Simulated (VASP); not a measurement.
# SnGe2P2 (P-3m1) in VASP: single point with PBE

Aim: the single point of SnGe2P2 with PBE.

Everything below comes from runs of VASP 6.6.1. Logs are shortened: lines on timing, memory, paths and dates and some standing lists are left out, and cuts for length are marked.

### 1 The cell of the first run

It takes space group P-3m1 (No. 164, trigonal). The conventional cell has a = 4.264 Å, b = 4.264 Å, c = 7.140 Å, α = 90.00°, β = 90.00°, γ = 120.00°. Sn (site symmetry -3m) has 6 P at 3.02 Å and 6 Ge at 3.58 Å within 4.0 Å. Within 3.4 Å of Ge (site symmetry 3m) lie 4 P at 2.60 to 2.79 Å and 3 Ge at 3.13 Å. P (site symmetry 3m) has 4 Ge at 2.60 to 2.79 Å and 3 Sn at 3.02 Å within 3.4 Å.

The cell was built from a structure type or drawn by symmetry, and may not be a known phase.

### 2 Single point, PBE

INCAR reads:

```
SYSTEM = SnGe2P2
ALGO = Normal
EDIFF = 1E-6
ENCUT = 520
GGA = PE
ISIF = 2
ISMEAR = 0
LASPH = .True.
LCHARG = .True.
LELF = .True.
LREAL = .False.
LVHAR = .True.
LWAVE = .False.
NBANDS = 34
NELM = 80
PREC = Accurate
SIGMA = 0.1
```

KPOINTS reads:

```
k-points
0
Gamma
  12 12 6
  0 0 0
```

POSCAR reads:

```
SnGe2P2
1.0
    4.2643508761      0.0000000000      0.0000000000
   -2.1321754380      3.6930361893      0.0000000000
    0.0000000000      0.0000000000      7.1398476774
Sn Ge P
1 2 2
Direct
    0.0000000000      0.0000000000      0.0000000000
    0.3333333333      0.6666666667      0.6356442297
    0.6666666667      0.3333333333      0.3643557703
    0.3333333333      0.6666666667      0.2451720019
    0.6666666667      0.3333333333      0.7548279981
```

Potentials or basis: VASP PAW PBE potentials, release 64 (Sn_d, Ge_d, P).

Started as:

```console
> cat potpaw_PBE.64/Sn_d/POTCAR potpaw_PBE.64/Ge_d/POTCAR potpaw_PBE.64/P/POTCAR > POTCAR
> mpirun -np 1 vasp_std > vasp.out
```

OUTCAR:

```text
SYSTEM = SnGe2P2
   EDIFF = 1E-6
   ENCUT = 520
   GGA = PE
   ISIF = 2
   ISMEAR = 0
   LASPH = .True.
   LREAL = .False.
   NELM = 80
   PREC = Accurate

 ion  position               nearest neighbor table
   1  0.000  0.000  0.000-   4 3.02   5 3.02   4 3.02   5 3.02   5 3.02   4 3.02
   2  0.333  0.667  0.636-   5 2.60   5 2.60   5 2.60   4 2.79
   3  0.667  0.333  0.364-   4 2.60   4 2.60   4 2.60   5 2.79
   4  0.333  0.667  0.245-   3 2.60   3 2.60   3 2.60   2 2.79   1 3.02   1 3.02   1 3.02
   5  0.667  0.333  0.755-   2 2.60   2 2.60   2 2.60   3 2.79   1 3.02   1 3.02   1 3.02

  LATTYP: Found a hexagonal cell.
 ALAT       =     4.2643508761
 C/A-ratio  =     1.6743105539

  Lattice vectors:

 A1 = (   4.2643508761,   0.0000000000,   0.0000000000)
 A2 = (  -2.1321754380,   3.6930361893,   0.0000000000)
 A3 = (   0.0000000000,   0.0000000000,   7.1398476774)

Analysis of symmetry for initial positions (statically):
=====================================================================
 Subroutine PRICEL returns:
 Original cell was already a primitive cell.

 Routine SETGRP: Setting up the symmetry group for a
 hexagonal supercell.

 Subroutine GETGRP returns: Found 12 space group operations
 (whereof 12 operations were pure point group operations)
 out of a pool of 24 trial point group operations.

The static configuration has the point symmetry D_3d.

Analysis of symmetry for dynamics (positions and initial velocities):
=====================================================================
 Subroutine PRICEL returns:
 Original cell was already a primitive cell.

 Routine SETGRP: Setting up the symmetry group for a
 hexagonal supercell.

 Subroutine GETGRP returns: Found 12 space group operations
 (whereof 12 operations were pure point group operations)
 out of a pool of 24 trial point group operations.

The dynamic configuration has the point symmetry D_3d.

 Subroutine INISYM returns: Found 12 space group operations
 (whereof 12 operations are pure point group operations),
 and found     1 'primitive' translations

----------------------------------------------------------------------------------------

                                     Primitive cell

  volume of cell :     112.4412

  direct lattice vectors                    reciprocal lattice vectors
     4.264350876  0.000000000  0.000000000     0.234502279  0.135389954  0.000000000
    -2.132175438  3.693036189  0.000000000     0.000000000  0.270779908  0.000000000
     0.000000000  0.000000000  7.139847677     0.000000000  0.000000000  0.140059010

  length of vectors
     4.264350876  4.264350876  7.139847677     0.270779908  0.270779908  0.140059010

  position of ions in fractional coordinates (direct lattice)
     0.000000000  0.000000000  0.000000000
     0.333333333  0.666666667  0.635644230
     0.666666667  0.333333333  0.364355770
     0.333333333  0.666666667  0.245172002
     0.666666667  0.333333333  0.754827998

  ion indices of the primitive-cell ions
   primitive index   ion index
                 1           1
                 2           2
                 3           3
                 4           4
                 5           5

----------------------------------------------------------------------------------------

 KPOINTS: k-points

Automatic generation of k-mesh.
 Grid dimensions read from file:
 generate k-points for:   12   12    6

 Generating k-lattice:

  Cartesian coordinates                     Fractional coordinates (reciprocal lattice)
     0.019541857  0.011282496  0.000000000     0.083333333  0.000000000  0.000000000
     0.000000000  0.022564992  0.000000000     0.000000000  0.083333333  0.000000000
     0.000000000  0.000000000  0.023343168     0.000000000  0.000000000  0.166666667

  Length of vectors
     0.022564992  0.022564992  0.023343168

  Shift w.r.t. Gamma in fractional coordinates (k-lattice)
     0.000000000  0.000000000  0.000000000

 Subroutine IBZKPT returns following result:
 ===========================================

 Found    100 irreducible k-points:

 Following reciprocal coordinates:
            Coordinates               Weight
  0.000000  0.000000  0.000000      1.000000
  0.083333  0.000000  0.000000      6.000000
  0.166667  0.000000  0.000000      6.000000
  0.250000  0.000000  0.000000      6.000000
  0.333333  0.000000  0.000000      6.000000
  0.416667  0.000000  0.000000      6.000000
[... 16 lines left out ...]
  0.166667  0.000000  0.166667      6.000000
  0.000000  0.166667  0.166667      6.000000
 [... further k-points ...]
   k-points           NKPTS =    100   k-points in BZ     NKDIM =    100   number of bands    NBANDS=     34
   number of dos      NEDOS =    301   number of ions     NIONS =      5
   total plane-waves  NPLWV =  55296
   dimension x,y,z NGX =    32 NGY =   32 NGZ =   54
   dimension x,y,z NGXF=    64 NGYF=   64 NGZF=  108
   ions per type =               1   2   2
   NGX,Y,Z   is equivalent  to a cutoff of  12.48, 12.48, 12.57 a.u.
   NGXF,Y,Z  is equivalent  to a cutoff of  24.95, 24.95, 25.15 a.u.
 SYSTEM =  SnGe2P2
   PREC   = accura    normal or accurate (medium, high low for compatibility)
   ISTART =      0    job   : 0-new  1-cont  2-samecut
   ICHARG =      2    charge: 1-file 2-atom 10-const
   ISPIN  =      1    spin polarized calculation?
   LNONCOLLINEAR =      F non collinear calculations
   LSORBIT =      F    spin-orbit coupling
   LASPH  =      T    aspherical Exc in radial PAW
   ENCUT  =  520.0 eV  38.22 Ry    6.18 a.u.   7.93  7.93 13.28*2*pi/ulx,y,z
   NELM   =     80;   NELMIN=  2; NELMDL= -5     # of ELM steps
   EDIFF  = 0.1E-05   stopping-criterion for ELM
   LREAL  =      F    real-space projection
   EDIFFG = 0.1E-04   stopping-criterion for IOM
   NSW    =      0    number of steps for IOM
   IBRION =     -1    ionic relax: 0-MD 1-quasi-New 2-CG
   NFREE  =      0    steps in history (QN), initial steepest desc. (CG)
   ISIF   =      2    stress and relaxation
   ISYM   =      2    0-nonsym 1-usesym 2-fastsym
   POTIM  = 0.5000    time-step for ionic-motion
   TEBEG  =    0.0;   TEEND  =   0.0 temperature during run
   PSTRESS=    0.0 pullay stress
   NELECT =      52.0000    total number of electrons
   NUPDOWN=      -1.0000    fix difference up-down
   EMIN   =  10.00;   EMAX   =-10.00  energy-range for DOS
   EFERMI =   0.00;   METHOD = LEGACY
   ISMEAR =     0;   SIGMA  =   0.10  broadening in eV -4-tet -1-fermi 0-gaus
   EFERMI_NEDOS =   21; number of points for ismear=-14 and -15
   IALGO  =     38    algorithm
   IMIX   =      4    mixing-type and parameters
     AMIX     =   0.40;   BMIX     =  1.00
     AMIX_MAG =   1.60;   BMIX_MAG =  1.00
  volume/ion in A,a.u.               =      22.49       151.76
  Fermi-wavevector in a.u.,A,eV,Ry     =   1.266001  2.392395 21.806862  1.602759
  Thomas-Fermi vector in A             =   2.399225
   LORBIT       =      0    0 simple, 1 ext, 2 COOP (PROOUT), +10 PAW based schemes
   GGA     = PE    functional components
   LHFCALC =     F    Hartree Fock is set to
   AEXX    =    0.0000 exact exchange contribution
   IVDW    =     0    specifies the selected vdW correction
   LEPSILON=     F    determine dielectric tensor
   LRPA    =     F    only Hartree local field effects (RPA)
 non-spin polarized calculation
 Gauss-broadening in eV      SIGMA  =   0.10
  energy-cutoff  :      520.00
  volume of cell :      112.44
 maximum number of plane-waves:      3050
   NGX = 15   NGY = 15   NGZ = 27

 number of electron      51.9999978 magnetization

 Free energy of the ion-electron system (eV)
  ---------------------------------------------------
  ext. energy  EPLUGINS =         0.00000000
  ---------------------------------------------------
  free energy    TOTEN  =       -22.32123486 eV

  energy without entropy =      -22.30865673  energy(sigma->0) =      -22.31494580

 E-fermi :   6.3792     XC(G=0): -10.0578

 val. band max:        6.3735259657   @ k =   0.2500   0.1667   0.1667
 cond. band min:       6.3994784881   @ k =   0.3333   0.1667   0.3333
 fundamental gap:      0.0259525224
 Fermi energy:         6.3792359764

 k-point     1 :       0.0000    0.0000    0.0000
  band No.  band energies     occupation
      1     -18.7273      2.00000
      2     -18.7262      2.00000
      3     -18.7262      2.00000
      4     -18.7156      2.00000
      5     -18.7156      2.00000
      6     -18.7019      2.00000
[... 26 lines left out ...]
     33       9.9780      0.00000
     34       9.9780      0.00000

 k-point     2 :       0.0833    0.0000    0.0000
  band No.  band energies     occupation
      1     -18.7271      2.00000
      2     -18.7262      2.00000
      3     -18.7255      2.00000
      4     -18.7156      2.00000
      5     -18.7151      2.00000
      6     -18.7021      2.00000
[... 26 lines left out ...]
     33       9.6756      0.00000
     34       9.9371      0.00000

 k-point     3 :       0.1667    0.0000    0.0000
  band No.  band energies     occupation
      1     -18.7262      2.00000
      2     -18.7261      2.00000
      3     -18.7238      2.00000
      4     -18.7155      2.00000
      5     -18.7137      2.00000
      6     -18.7026      2.00000
[... 26 lines left out ...]
     33       9.6301      0.00000
     34      10.1033      0.00000
[... 704 lines left out ...]
 k-point    23 :       0.1667    0.0000    0.1667
  band No.  band energies     occupation
      1     -18.7262      2.00000
      2     -18.7261      2.00000
      3     -18.7238      2.00000
      4     -18.7155      2.00000
      5     -18.7137      2.00000
      6     -18.7026      2.00000
[... 26 lines left out ...]
     33      10.0129      0.00000
     34      10.7101      0.00000

 k-point    24 :       0.0000    0.1667    0.1667
  band No.  band energies     occupation
      1     -18.7262      2.00000
      2     -18.7261      2.00000
      3     -18.7238      2.00000
      4     -18.7155      2.00000
      5     -18.7137      2.00000
      6     -18.7026      2.00000
[... 26 lines left out ...]
     33       9.5674      0.00000
     34       9.7183      0.00000

 [... further k-points ...]

------------------------ aborting loop because EDIFF is reached ----------------------------------------

  FORCE on cell =-STRESS in cart. coord.  units (eV):
  Direction    XX          YY          ZZ          XY          YZ          ZX
  --------------------------------------------------------------------------------------
  -------------------------------------------------------------------------------------
  Total       -0.0433642     -0.0433642     -0.0076135     -0.0000000     -0.0000000      0.0000000
  in kB       -0.6178975     -0.6178975     -0.1084843     -0.0000000     -0.0000000      0.0000000
  external PRESSURE =      -0.4480931 kB  Pullay stress =       0.0000000 kB

 VOLUME and BASIS-vectors are now :
 -----------------------------------------------------------------------------
  energy-cutoff  :      520.00
  volume of cell :      112.44
      direct lattice vectors                 reciprocal lattice vectors
     4.264350876  0.000000000  0.000000000     0.234502279  0.135389954  0.000000000
    -2.132175438  3.693036189  0.000000000     0.000000000  0.270779908  0.000000000
     0.000000000  0.000000000  7.139847677     0.000000000  0.000000000  0.140059010

 POSITION                                       TOTAL-FORCE (eV/Angst)
 -----------------------------------------------------------------------------------
      0.00000      0.00000      0.00000         0.000000      0.000000      0.000000
     -0.00000      2.46202      4.53840        -0.000000      0.000000      0.001274
      2.13218      1.23101      2.60144        -0.000000     -0.000000     -0.001274
     -0.00000      2.46202      1.75049         0.000000      0.000000     -0.003116
      2.13218      1.23101      5.38936         0.000000     -0.000000      0.003116
 -----------------------------------------------------------------------------------
    total drift:                               -0.000000      0.000000     -0.000000

  FREE ENERGIE OF THE ION-ELECTRON SYSTEM (eV)
  ---------------------------------------------------
  free  energy   TOTEN  =       -22.3212348607 eV

  energy  without entropy=      -22.3086567301  energy(sigma->0) =      -22.31494580
```

Run time: 6 min. Hardware: 1 thread of AMD EPYC 7R13, shared host; peak memory 0.44 GiB.

Results:

```
Free energy            : -22.3212 eV
Pressure               : 0.0 GPa
Largest force          : 0.003 eV/Å
Band gap on the k mesh : zero (bands 26 and 27 overlap by 0.74 eV)
```

Forces on the atoms (eV/Å):
```
Sn   0.000  0.000  0.000
Ge   0.000  0.000  0.001
Ge   0.000  0.000 -0.001
P    0.000  0.000 -0.003
P    0.000  0.000  0.003
```

Caveat: spin-orbit coupling is left out, which moves the levels of the heavy elements.
